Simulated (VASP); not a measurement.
# Ti4H3O9 in VASP: a series of runs

The runs below take Ti4H3O9 through single point, with PBE+D3(BJ).

Program: VASP 6.6.1. These are calculated values, not measurements. Logs are shortened: lines on timing, memory, paths and dates and some standing lists are left out, and cuts for length are marked.

**1. The cell of the first run**

The cell holds a slab with vacuum, 32 atoms: a = 5.909 Å, b = 6.517 Å, c = 25.929 Å, α = 90.00°, β = 90.00°, γ = 90.00°.

**2. Single point, PBE+D3(BJ)**

INCAR

```
  PREC = Accurate
  ENCUT = 520
  EDIFF = 1E-6
  ISMEAR = 0
  SIGMA = 0.05
  LREAL = Auto
  LASPH = True
  NELM = 80
  ALGO = Normal
  ISIF = 2
  LWAVE = False
  LCHARG = False
  LDIPOL = True
  IDIPOL = 3
  DIPOL = 0.5 0.5 0.461
  GGA = PE
  IVDW = 12
  NBANDS = 127
```

KPOINTS

```
Automatic mesh
0
Gamma
  3 3 1
```

POSCAR

```
Ti4H3O9
1.0
    5.9085268334      0.0000000000      0.0000000000
    0.0000000000      6.5169368715      0.0000000000
    0.0000000000      0.0000000000     25.9293098201
O Ti H
18 8 6
Direct
    0.0000000000      0.0000000000      0.3085311586
    0.5000000000      0.0000000000      0.3085311586
    0.2500000000      0.3043792196      0.3576974606
    0.7500000000      0.3043792196      0.3576974606
    0.2500000000      0.6956207804      0.3576974606
    0.7500000000      0.6956207804      0.3576974606
    0.0000000000      0.0000000000      0.4068637626
    0.5000000000      0.0000000000      0.4068637626
    0.0000000000      0.5000000000      0.4341985388
    0.5000000000      0.5000000000      0.4341985388
    0.2493485746      0.8090599434      0.4823478973
    0.7489291015      0.8087762923      0.4821951001
    0.2503850751      0.1929946766      0.4898657882
    0.7506390982      0.1928066882      0.4899062756
   -0.0001792523      0.5208080819      0.5324739745
    0.4995154795      0.5211692656      0.5324185820
    0.0021721466     -0.0786964877      0.5654966444
    0.5047142658     -0.0755639488      0.5659238887
    0.0000000000      0.5000000000      0.3576974606
    0.5000000000      0.5000000000      0.3576974606
    0.2500000000      0.0000000000      0.3576974606
    0.7500000000      0.0000000000      0.3576974606
    0.0033561846     -0.0013495182      0.4787002919
    0.5034338481     -0.0011848014      0.4784607189
    0.2504875392      0.4985807529      0.4883961159
    0.7501179141      0.4983082538      0.4886017537
    0.8521024587     -0.0421238616      0.5787688771
    0.3574272115     -0.0345479410      0.5798877745
    0.9966599004      0.7687422901      0.5610444889
    0.4961737936      0.7721104393      0.5618684003
    0.2211908152      0.2786973676      0.6366857591
    0.1805363509      0.3218092397      0.6114120061
```

Potentials or basis: VASP PAW PBE potentials, release 64 (O, Ti_sv, H).

Launch:

```sh
$ cat potpaw_PBE.64/O/POTCAR potpaw_PBE.64/Ti_sv/POTCAR potpaw_PBE.64/H/POTCAR > POTCAR
$ mpirun -np 1 vasp_std > vasp.out
```

OUTCAR:

```text
PREC = Accurate
   ENCUT = 520
   EDIFF = 1E-6
   ISMEAR = 0
   LREAL = Auto
   LASPH = True
   NELM = 80
   ISIF = 2
   GGA = PE
   IVDW = 12
 IVDW          = 12

 ion  position               nearest neighbor table
   1  0.000  0.000  0.309-  21 1.95  22 1.95
   2  0.500  0.000  0.309-  21 1.95  22 1.95
   3  0.250  0.304  0.358-  19 1.95  20 1.95  21 1.98
   4  0.750  0.304  0.358-  19 1.95  20 1.95  22 1.98
   5  0.250  0.696  0.358-  19 1.95  20 1.95  21 1.98
   6  0.750  0.696  0.358-  19 1.95  20 1.95  22 1.98
   7  0.000  0.000  0.407-  23 1.86  22 1.95  21 1.95
   8  0.500  0.000  0.407-  24 1.86  22 1.95  21 1.95
   9  0.000  0.500  0.434-  19 1.98  25 2.04  26 2.04
  10  0.500  0.500  0.434-  20 1.98  25 2.04  26 2.04
  11  0.249  0.809  0.482-  23 1.91  24 1.95  25 2.03
  12  0.749  0.809  0.482-  24 1.91  23 1.95  26 2.03
  13  0.250  0.193  0.490-  23 1.95  24 1.98  25 1.99
  14  0.751  0.193  0.490-  24 1.95  23 1.98  26 1.99
  15  1.000  0.521  0.532-  26 1.87  25 1.88
  16  0.500  0.521  0.532-  25 1.87  26 1.87
  17  0.002  0.921  0.565-  27 0.98  29 1.00  23 2.31
  18  0.505  0.924  0.566-  28 0.98  30 1.00  24 2.32
  19  0.000  0.500  0.358-   3 1.95   4 1.95   5 1.95   6 1.95   9 1.98
  20  0.500  0.500  0.358-   3 1.95   4 1.95   5 1.95   6 1.95  10 1.98
  21  0.250  0.000  0.358-   7 1.95   8 1.95   1 1.95   2 1.95   3 1.98   5 1.98
  22  0.750  0.000  0.358-   7 1.95   8 1.95   1 1.95   2 1.95   4 1.98   6 1.98
  23  0.003  0.999  0.479-   7 1.86  11 1.91  12 1.95  13 1.95  14 1.98  17 2.31
  24  0.503  0.999  0.478-   8 1.86  12 1.91  11 1.95  14 1.95  13 1.98  18 2.32
  25  0.250  0.499  0.488-  16 1.87  15 1.88  13 1.99  11 2.03  10 2.04   9 2.04
  26  0.750  0.498  0.489-  15 1.87  16 1.87  14 1.99  12 2.03   9 2.04  10 2.04
  27  0.852  0.958  0.579-  17 0.98
  28  0.357  0.965  0.580-  18 0.98
  29  0.997  0.769  0.561-  17 1.00
  30  0.496  0.772  0.562-  18 1.00
  31  0.221  0.279  0.637-  32 0.75
  32  0.181  0.322  0.611-  31 0.75

  LATTYP: Found a simple orthorhombic cell.
 ALAT       =     5.9085268334
 B/A-ratio  =     1.1029715283
 C/A-ratio  =     4.3884559639

  Lattice vectors:

 A1 = (   5.9085268334,   0.0000000000,   0.0000000000)
 A2 = (   0.0000000000,   6.5169368715,   0.0000000000)
 A3 = (   0.0000000000,   0.0000000000,  25.9293098201)

Analysis of symmetry for initial positions (statically):
=====================================================================
 Subroutine PRICEL returns:
[... 175 lines left out ...]
   NUPDOWN=      -1.0000    fix difference up-down
   EMIN   =  10.00;   EMAX   =-10.00  energy-range for DOS
   EFERMI =   0.00;   METHOD = LEGACY
   ISMEAR =     0;   SIGMA  =   0.05  broadening in eV -4-tet -1-fermi 0-gaus
   EFERMI_NEDOS =   21; number of points for ismear=-14 and -15
   IALGO  =     38    algorithm
   IMIX   =      4    mixing-type and parameters
     AMIX     =   0.40;   BMIX     =  1.00
     AMIX_MAG =   1.60;   BMIX_MAG =  1.00
  volume/ion in A,a.u.               =      31.20       210.55
  Fermi-wavevector in a.u.,A,eV,Ry     =   0.973591  1.839821 12.896692  0.947880
  Thomas-Fermi vector in A             =   2.103983
   LORBIT       =      0    0 simple, 1 ext, 2 COOP (PROOUT), +10 PAW based schemes
   GGA     = PE    functional components
   LHFCALC =     F    Hartree Fock is set to
   AEXX    =    0.0000 exact exchange contribution
   IVDW    =    12    specifies the selected vdW correction
   LEPSILON=     F    determine dielectric tensor
   LRPA    =     F    only Hartree local field effects (RPA)
 non-spin polarized calculation
 Gauss-broadening in eV      SIGMA  =   0.05
  energy-cutoff  :      520.00
  volume of cell :      998.42
 maximum number of plane-waves:     26915
 NGX is ok and might be reduce to    48
   NGX = 21   NGY = 25   NGZ = 97

 dipolmoment           0.000000      0.000000      0.043105 electrons x Angstroem

 number of electron     209.9999953 magnetization

 dipolmoment           0.000000      0.000000     -0.218800 electrons x Angstroem

 Free energy of the ion-electron system (eV)
  ---------------------------------------------------
  ext. energy  EPLUGINS =         0.00000000
  ---------------------------------------------------
  free energy    TOTEN  =      -247.43534964 eV

  energy without entropy =     -247.43534964  energy(sigma->0) =     -247.43534964

 E-fermi :  -2.9931     XC(G=0):  -3.8362

 val. band max:       -3.3743140715   @ k =   0.0000   0.0000   0.0000
 cond. band min:      -1.7982347910   @ k =   0.0000   0.0000   0.0000
 fundamental gap:      1.5760792805
 Fermi energy:        -2.9931171483

 k-point     1 :       0.0000    0.0000    0.0000
  band No.  band energies     occupation
      1     -60.8185      2.00000
      2     -60.7780      2.00000
      3     -60.3625      2.00000
      4     -60.3212      2.00000
      5     -60.0385      2.00000
      6     -59.9967      2.00000
[... 589 lines left out ...]
    116      -0.4156      0.00000
    117      -0.3732      0.00000
 [bands above 117 left out]

------------------------ aborting loop because EDIFF is reached ----------------------------------------

 vacuum level on the upper side and lower side of the slab       (xc-potential included)        -0.665         0.350

 Edisp (eV)   -4.63542

 E8    (eV) :    -1.8445

  FORCE on cell =-STRESS in cart. coord.  units (eV):
  Direction    XX          YY          ZZ          XY          YZ          ZX
  --------------------------------------------------------------------------------------
  -------------------------------------------------------------------------------------
  Total      -6.08048     3.74394    -7.30595     0.11061    -0.19580     0.00887
  in kB      -9.75742     6.00794   -11.72394     0.17750    -0.31420     0.01424
  external pressure =       -5.16 kB  Pullay stress =        0.00 kB

 VOLUME and BASIS-vectors are now :
 -----------------------------------------------------------------------------
  energy-cutoff  :      520.00
  volume of cell :      998.42
      direct lattice vectors                 reciprocal lattice vectors
     5.908526833  0.000000000  0.000000000     0.169246925  0.000000000  0.000000000
     0.000000000  6.516936871  0.000000000     0.000000000  0.153446323  0.000000000
     0.000000000  0.000000000 25.929309820     0.000000000  0.000000000  0.038566395

 POSITION                                       TOTAL-FORCE (eV/Angst)
 -----------------------------------------------------------------------------------
      0.00000      0.00000      8.00000         0.000455      0.007782      2.174568
      2.95426      0.00000      8.00000         0.000362      0.007060      2.176723
      1.47713      1.98362      9.27485         0.001898      1.311549     -0.861762
      4.43140      1.98362      9.27485        -0.005900      1.312254     -0.860922
      1.47713      4.53332      9.27485         0.003057     -1.321237     -0.869988
      4.43140      4.53332      9.27485        -0.005054     -1.321940     -0.871022
[... 24 lines left out ...]
      1.30691      1.81625     16.50882         0.001618      0.001512      0.002722
      1.06670      2.09721     15.85349         0.002973      0.002629      0.001729
 -----------------------------------------------------------------------------------
    total drift:                                0.001934     -0.000078     -0.055455

  FREE ENERGIE OF THE ION-ELECTRON SYSTEM (eV)
  ---------------------------------------------------
  free  energy   TOTEN  =      -252.0707688392 eV

  energy  without entropy=     -252.0707688392  energy(sigma->0) =     -252.07076884

 vacuum level on the upper side and lower side of the slab         2.518         3.554
```

Run time: 44 min. Hardware: 1 thread of Oxide Virtual Turin-like, shared host; peak memory 1 GiB.

Results:

| Item | Value |
| --- | --- |
| Free energy | -252.0708 eV |
| Largest force | 4.533 eV/Å |
| Band gap on the k mesh | 1.58 eV |
| Dispersion energy per atom | -0.145 eV |

Forces on the atoms (eV/Å):
```
O    0.000  0.008  2.175
O    0.000  0.007  2.177
O    0.002  1.312 -0.862
O   -0.006  1.312 -0.861
O    0.003 -1.321 -0.870
O   -0.005 -1.322 -0.871
O   -0.001  0.214  1.714
O   -0.004  0.225  1.675
O   -0.014 -0.208 -1.652
O   -0.014 -0.218 -1.650
O    0.018 -0.059  0.007
O   -0.001 -0.053  0.007
O    0.007  0.033  0.016
O    0.001  0.043  0.010
O    0.018  0.017  0.096
O    0.011  0.021  0.089
O    0.033  0.008 -0.025
O    0.062  0.028 -0.031
Ti  -0.002  0.021  3.924
Ti   0.003  0.020  3.907
Ti  -0.026 -0.026 -4.533
Ti   0.032 -0.027 -4.533
Ti  -0.002  0.019  0.024
Ti  -0.011  0.010  0.083
Ti   0.003 -0.004 -0.046
Ti  -0.012 -0.012 -0.041
H   -0.077  0.074  0.045
H   -0.082  0.044  0.040
H    0.047 -0.078 -0.011
H    0.010 -0.092 -0.010
H    0.002  0.002  0.003
H    0.003  0.003  0.002
```

Levels at points of the mesh, in eV from the valence-band top:
| k point | band 103 | band 104 | band 105 | band 106 | band 107 | band 108 |
| --- | --- | --- | --- | --- | --- | --- |
| (0.00, 0.00, 0.00) | -0.46 | -0.11 | 0.00 | 1.58 | 1.75 | 1.96 |

**3. Single point, PBE+D3(BJ)**

This run uses another cell than the first one.

INCAR

```
SYSTEM = Ti4H3O9
ALGO = Normal
DIPOL = 0.5 0.5 0.459
EDIFF = 1E-6
ENCUT = 520
GGA = PE
IDIPOL = 3
ISIF = 2
ISMEAR = 0
IVDW = 12
LASPH = .True.
LCHARG = .False.
LDIPOL = .True.
LREAL = Auto
LWAVE = .False.
NBANDS = 127
NELM = 80
PREC = Accurate
SIGMA = 0.05
```

KPOINTS

```
k-points
0
Gamma
  3 3 1
  0 0 0
```

POSCAR

```
Ti4H3O9
1.0
    5.9085268334      0.0000000000      0.0000000000
    0.0000000000      6.5169368715      0.0000000000
    0.0000000000      0.0000000000     26.0383098201
O Ti H
18 8 6
Direct
    0.0000000000      0.0000000000      0.3072396041
    0.5000000000      0.0000000000      0.3072396041
    0.2500000000      0.3043792196      0.3562000891
    0.7500000000      0.3043792196      0.3562000891
    0.2500000000      0.6956207804      0.3562000891
    0.7500000000      0.6956207804      0.3562000891
    0.0000000000      0.0000000000      0.4051605740
    0.5000000000      0.0000000000      0.4051605740
    0.0000000000      0.5000000000      0.4323809231
    0.5000000000      0.5000000000      0.4323809231
    0.2497119379      0.8090652333      0.4802669644
    0.7493113663      0.8088876655      0.4802022165
    0.2507638556      0.1930182984      0.4878587841
    0.7509275803      0.1929885140      0.4878511802
    0.0004952136      0.5209539669      0.5302845494
    0.4999305813      0.5212276243      0.5301866501
    0.0029847860     -0.0782332442      0.5631658906
    0.5046769688     -0.0762497864      0.5634807265
    0.0000000000      0.5000000000      0.3562000891
    0.5000000000      0.5000000000      0.3562000891
    0.2500000000      0.0000000000      0.3562000891
    0.7500000000      0.0000000000      0.3562000891
    0.0036757811     -0.0013633536      0.4766021051
    0.5037087894     -0.0012028437      0.4765419593
    0.2509082667      0.4985959818      0.4863290793
    0.7506407283      0.4983553178      0.4866064937
    0.8534861966     -0.0409686705      0.5765246197
    0.3571262214     -0.0358365720      0.5773463349
    0.9975590195      0.7692273000      0.5588058251
    0.4963205798      0.7713979715      0.5593962275
    0.2087019055      0.3216753740      0.6085624248
    0.2435739791      0.2760096188      0.6339034565
```

Potentials or basis: VASP PAW PBE potentials, release 64 (O, Ti_sv, H).

Launch:

```sh
$ cat potpaw_PBE.64/O/POTCAR potpaw_PBE.64/Ti_sv/POTCAR potpaw_PBE.64/H/POTCAR > POTCAR
$ mpirun -np 1 vasp_std > vasp.out
```

It took 53 min on 1 thread of Oxide Virtual Turin-like, shared host; peak memory 1 GiB.

It converged, with:

```
Free energy                : -252.0718 eV
Largest force              : 4.522 eV/Å
Band gap on the k mesh     : 1.58 eV
Dispersion energy per atom : -0.145 eV
```

Forces on the atoms (eV/Å):
```
O    0.001  0.007  2.174
O    0.001  0.007  2.175
O    0.000  1.310 -0.867
O   -0.004  1.311 -0.867
O    0.001 -1.321 -0.876
O   -0.003 -1.322 -0.876
O    0.003  0.216  1.692
O    0.002  0.224  1.684
O   -0.007 -0.208 -1.648
O   -0.002 -0.217 -1.651
O    0.008 -0.051  0.007
O    0.008 -0.051  0.006
O    0.004  0.034  0.009
O    0.006  0.035  0.008
O    0.000  0.016  0.086
O    0.003  0.022  0.096
O    0.070  0.024 -0.031
O    0.061  0.023 -0.029
Ti  -0.002  0.020  3.929
Ti   0.004  0.020  3.919
Ti  -0.005 -0.026 -4.522
Ti   0.010 -0.027 -4.521
Ti  -0.010  0.023  0.064
Ti  -0.008  0.018  0.060
Ti  -0.006 -0.014 -0.050
Ti  -0.002 -0.012 -0.033
H   -0.096  0.056  0.043
H   -0.088  0.062  0.043
H    0.023 -0.083 -0.010
H    0.027 -0.094 -0.016
H    0.003 -0.005  0.010
H   -0.003  0.005 -0.009
```

Levels at points of the mesh, in eV from the valence-band top:
| k point | band 102 | band 103 | band 104 | band 105 | band 106 | band 107 | band 108 | band 109 |
| --- | --- | --- | --- | --- | --- | --- | --- | --- |
| (0.00, 0.00, 0.00) | -0.59 | -0.46 | -0.11 | 0.00 | 1.58 | 1.75 | 1.96 | 2.16 |
